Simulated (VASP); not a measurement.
# CaO (Fm-3m) in VASP: single point with LDA

Aim: the single point of CaO with LDA.

Everything below comes from runs of VASP 6.6.1. Logs are shortened: lines on timing, memory, paths and dates and some standing lists are left out, and cuts for length are marked.

## (1) The cell of the first run

It takes space group Fm-3m (No. 225, cubic). Conventional cell: a = 4.707 Å, b = 4.707 Å, c = 4.707 Å, α = 90.00°, β = 90.00°, γ = 90.00°. Ca (site symmetry m-3m) has 6 O at 2.35 Å within 3.1 Å. Within 3.1 Å of O (site symmetry m-3m) lie 6 Ca at 2.35 Å.

## (2) Single point, LDA

The input, INCAR:

```
SYSTEM = CaO
PREC = Accurate
ENCUT = 910
EDIFF = 1E-6
ISMEAR = 0
SIGMA = 0.02
LREAL = .FALSE.
LASPH = .TRUE.
NELM = 120
ALGO = Normal
ISIF = 2
LWAVE = .FALSE.
LCHARG = .FALSE.
NBANDS = 15
GGA_COMPAT = .FALSE.
```

The input, KPOINTS:

```
Automatic mesh
0
G
  8 8 8
  0 0 0
```

The input, POSCAR:

```
CaO
1.0
    0.0000000000      2.3537023233      2.3537023233
    2.3537023233      0.0000000000      2.3537023233
    2.3537023233      2.3537023233      0.0000000000
Ca O
1 1
Direct
    0.0000000000      0.0000000000      0.0000000000
    0.5000000000      0.5000000000      0.5000000000
```

Potentials or basis: VASP PAW LDA potentials, release 64 (Ca_sv, O_h).

The run is started by

```bash
$ cat potpaw_LDA.64/Ca_sv/POTCAR potpaw_LDA.64/O_h/POTCAR > POTCAR
$ mpirun -np 1 vasp_std > vasp.out
```

OUTCAR:

```text
SYSTEM = CaO
   PREC = Accurate
   ENCUT = 910
   EDIFF = 1E-6
   ISMEAR = 0
   LREAL = .FALSE.
   LASPH = .TRUE.
   NELM = 120
   ISIF = 2

 ion  position               nearest neighbor table
   1  0.000  0.000  0.000-
   2  0.500  0.500  0.500-

  LATTYP: Found a face centered cubic cell.
 ALAT       =     4.7074046466

  Lattice vectors:

 A1 = (   0.0000000000,   2.3537023233,   2.3537023233)
 A2 = (   2.3537023233,   0.0000000000,   2.3537023233)
 A3 = (   2.3537023233,   2.3537023233,   0.0000000000)

Analysis of symmetry for initial positions (statically):
=====================================================================
 Subroutine PRICEL returns:
 Original cell was already a primitive cell.

 Routine SETGRP: Setting up the symmetry group for a
 face centered cubic supercell.

 Subroutine GETGRP returns: Found 48 space group operations
 (whereof 48 operations were pure point group operations)
 out of a pool of 48 trial point group operations.

The static configuration has the point symmetry O_h .

Analysis of symmetry for dynamics (positions and initial velocities):
=====================================================================
 Subroutine PRICEL returns:
 Original cell was already a primitive cell.

 Routine SETGRP: Setting up the symmetry group for a
 face centered cubic supercell.

 Subroutine GETGRP returns: Found 48 space group operations
 (whereof 48 operations were pure point group operations)
 out of a pool of 48 trial point group operations.

The dynamic configuration has the point symmetry O_h .

 Subroutine INISYM returns: Found 48 space group operations
 (whereof 48 operations are pure point group operations),
 and found     1 'primitive' translations

----------------------------------------------------------------------------------------

                                     Primitive cell

  volume of cell :      26.0786

  direct lattice vectors                    reciprocal lattice vectors
     0.000000000  2.353702323  2.353702323    -0.212431281  0.212431281  0.212431281
     2.353702323  0.000000000  2.353702323     0.212431281 -0.212431281  0.212431281
     2.353702323  2.353702323  0.000000000     0.212431281  0.212431281 -0.212431281

  length of vectors
     3.328637747  3.328637747  3.328637747     0.367941772  0.367941772  0.367941772

  position of ions in fractional coordinates (direct lattice)
     0.000000000  0.000000000  0.000000000
     0.500000000  0.500000000  0.500000000

  ion indices of the primitive-cell ions
   primitive index   ion index
                 1           1
                 2           2

[... 85 lines left out ...]
   EFERMI =   0.00;   METHOD = LEGACY
   ISMEAR =     0;   SIGMA  =   0.02  broadening in eV -4-tet -1-fermi 0-gaus
   EFERMI_NEDOS =   21; number of points for ismear=-14 and -15
   IALGO  =     38    algorithm
   IMIX   =      4    mixing-type and parameters
     AMIX     =   0.40;   BMIX     =  1.00
     AMIX_MAG =   1.60;   BMIX_MAG =  1.00
  volume/ion in A,a.u.               =      13.04        87.99
  Fermi-wavevector in a.u.,A,eV,Ry     =   1.391084  2.628767 26.328826  1.935114
  Thomas-Fermi vector in A             =   2.514957
   LORBIT       =      0    0 simple, 1 ext, 2 COOP (PROOUT), +10 PAW based schemes
   GGA     = CA    functional components
   LHFCALC =     F    Hartree Fock is set to
   AEXX    =    0.0000 exact exchange contribution
   IVDW    =     0    specifies the selected vdW correction
   LEPSILON=     F    determine dielectric tensor
   LRPA    =     F    only Hartree local field effects (RPA)
 non-spin polarized calculation
 Gauss-broadening in eV      SIGMA  =   0.02
  energy-cutoff  :      910.00
  volume of cell :       26.08
 maximum number of plane-waves:      1660
 NGX is ok and might be reduce to    36
   NGX = 17   NGY = 17   NGZ = 17

 number of electron      16.0000000 magnetization

 Free energy of the ion-electron system (eV)
  ---------------------------------------------------
  ext. energy  EPLUGINS =         0.00000000
  ---------------------------------------------------
  free energy    TOTEN  =       -14.22757744 eV

  energy without entropy =      -14.22757744  energy(sigma->0) =      -14.22757744

 E-fermi :   2.9086     XC(G=0): -11.3434

 val. band max:        2.6848296422   @ k =   0.0000   0.0000   0.0000
 cond. band min:       6.1068841817   @ k =   0.5000   0.5000   0.0000
 fundamental gap:      3.4220545394
 Fermi energy:         2.9086286377

 k-point     1 :       0.0000    0.0000    0.0000
  band No.  band energies     occupation
      1     -34.1358      2.00000
      2     -15.1281      2.00000
      3     -15.1281      2.00000
      4     -15.1281      2.00000
      5     -12.6452      2.00000
      6       2.6848      2.00000
      7       2.6848      2.00000
      8       2.6848      2.00000
      9       7.7718      0.00000
     10       8.9365      0.00000
     11       8.9365      0.00000
     12       8.9365      0.00000
     13      10.6129      0.00000
     14      10.6129      0.00000
[... 401 lines left out ...]
      2     -16.3158      2.00000
      3     -15.4413      2.00000
      4     -15.2910      2.00000
      5     -11.4743      2.00000
      6       0.4828      2.00000
      7       1.4747      2.00000
      8       1.5154      2.00000
      9       9.5679      0.00000
     10       9.6386      0.00000
     11      11.7718      0.00000
     12      12.0794      0.00000
     13      13.4044      0.00000
     14      15.1216      0.00000
     15      17.1762      0.00000

 [... further k-points ...]

------------------------ aborting loop because EDIFF is reached ----------------------------------------

  FORCE on cell =-STRESS in cart. coord.  units (eV):
  Direction    XX          YY          ZZ          XY          YZ          ZX
  --------------------------------------------------------------------------------------
  -------------------------------------------------------------------------------------
  Total        0.1370032      0.1370032      0.1370032     -0.0000000     -0.0000000      0.0000000
  in kB        8.4169887      8.4169887      8.4169887     -0.0000000     -0.0000000      0.0000000
  external PRESSURE =       8.4169887 kB  Pullay stress =       0.0000000 kB

 VOLUME and BASIS-vectors are now :
 -----------------------------------------------------------------------------
  energy-cutoff  :      910.00
  volume of cell :       26.08
      direct lattice vectors                 reciprocal lattice vectors
     0.000000000  2.353702323  2.353702323    -0.212431281  0.212431281  0.212431281
     2.353702323  0.000000000  2.353702323     0.212431281 -0.212431281  0.212431281
     2.353702323  2.353702323  0.000000000     0.212431281  0.212431281 -0.212431281

 POSITION                                       TOTAL-FORCE (eV/Angst)
 -----------------------------------------------------------------------------------
      0.00000      0.00000      0.00000        -0.000000     -0.000000     -0.000000
      2.35370      2.35370      2.35370         0.000000      0.000000      0.000000
 -----------------------------------------------------------------------------------
    total drift:                                0.000000      0.000000      0.000000

  FREE ENERGIE OF THE ION-ELECTRON SYSTEM (eV)
  ---------------------------------------------------
  free  energy   TOTEN  =       -14.2275774417 eV

  energy  without entropy=      -14.2275774417  energy(sigma->0) =      -14.22757744
```

It took 43 s on 1 thread of Intel Xeon Platinum 8488C (Sapphire Rapids), shared host; peak memory 0.19 GiB.

What came out:

- Free energy: -14.2276 eV
- Pressure: 0.8 GPa
- Band gap on the k mesh: 3.42 eV (least direct gap 3.78 eV)

Levels at points of the mesh, in eV from the valence-band top:
```tsv
k point	band 5	band 6	band 7	band 8	band 9	band 10	band 11	band 12
(0.00, 0.00, 0.00)	-15.33	0.00	0.00	0.00	5.09	6.25	6.25	6.25
(0.50, 0.00, 0.00)	-13.79	-2.86	-1.36	-1.36	7.25	8.65	8.65	8.80
(0.50, 0.50, 0.00)	-15.09	-1.27	-0.36	-0.36	3.42	8.50	9.23	9.96
```

Caveat: the cutoff is under 1.25 times the usual one of these potentials, so pressure, stress and relaxed cells hold a basis-set (Pulay) error. A k mesh can miss the band edges.
